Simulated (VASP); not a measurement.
Wanted: the native input for a VASP 6.6.1 run.

```yaml
Task: single point
Functional: PBE
Potentials_or_basis: VASP PAW PBE potentials, release 64 (Ta_pv, H)
Cutoff: 520 eV
k_mesh: 7 × 7 × 4
Occupations: gaussian, width 0.2 eV
Spin: no spin polarisation
Dipole_correction: no
Further_INCAR_settings: ALGO = Normal; EDIFF = 1e-06; NBANDS = 20
```

The structure of TaH lies in POSCAR:

```
TaH
1.0
    2.9543541385      0.0000000000      0.0000000000
   -1.4771770692      2.5585457357      0.0000000000
    0.0000000000      0.0000000000      5.3531675191
Ta H
2 2
Direct
    0.3333333333      0.6666666667      0.2500000000
    0.6666666667      0.3333333333      0.7500000000
    0.0000000000      0.0000000000      0.5000000000
    0.0000000000      0.0000000000      0.0000000000
```

The input as run:

INCAR

```
ALGO = Normal
EDIFF = 1E-6
ENCUT = 520
GGA = PE
ISIF = 2
ISMEAR = 0
LASPH = T
LCHARG = F
LREAL = F
LWAVE = F
NBANDS = 20
NELM = 60
PREC = Accurate
SIGMA = 0.2
```

KPOINTS

```
k-points
0
Gamma
  7 7 4
```

Potentials or basis: VASP PAW PBE potentials, release 64 (Ta_pv, H).

Launch:

```bash
$ cat potpaw_PBE.64/Ta_pv/POTCAR potpaw_PBE.64/H/POTCAR > POTCAR
$ mpirun -np 1 vasp_std > vasp.out
```

It gave:

The pressure is 0.1 GPa. The band gap on the k mesh is zero (bands 12 and 13 overlap by 0.43 eV).

Caveat: spin-orbit coupling is left out, which moves the levels of the heavy elements.

Wall time 11 s on 1 thread of AMD EPYC 9R45 (Zen 5) (shared host), peak memory 0.13 GiB.
